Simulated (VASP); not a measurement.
Cu: single point with LDA

Cu:

```xyz
3
Lattice="3.9444 0.0000 0.0000 -1.9722 3.4159 0.0000 0.0000 0.0000 2.3680" Properties=species:S:1:pos:R:3 pbc="T T T"
Cu    1.9722    3.4159    0.0000
Cu    0.0000    2.2773    1.1840
Cu    1.9722    1.1386    1.1840
```

This isn't the form of Cu at room conditions, which is fcc.

```json
{"Program": "VASP 6.6.1", "Task": "single point", "Functional": "LDA", "Potentials or basis": "VASP PAW LDA potentials, release 64 (Cu_sv_GW)", "Cutoff": "820 eV", "k mesh": "10 × 10 × 15", "Occupations": "fermi-dirac, width 0.1 eV", "Spin": "no spin polarisation"}
```

```
Pressure               : 7.9 GPa
Band gap on the k mesh : zero (an odd number of electrons rules out a gap without spin polarisation)
```

Stress tensor (GPa, compression positive):
```
7.91 0.00 0.00
0.00 7.91 0.00
0.00 0.00 7.75
```

Levels at points of the mesh, in eV from the Fermi level:
```
           k point  band 25  band 26  band 27  band 28  band 29  band 30  band 31  band 32
(0.00, 0.00, 0.00)    -2.59    -2.59    -1.64    -1.64     4.88     4.88     4.88     4.88
(0.50, 0.00, 0.00)    -1.92    -1.90    -1.89    -1.77    -1.61    -1.01     4.77    14.55
```

Wall time 2.5 min on 1 thread of AMD EPYC 9R45 96-Core Processor (Zen 5), on a shared host, peak memory 0.3 GiB.

Caveat: the cell stands under pressure.
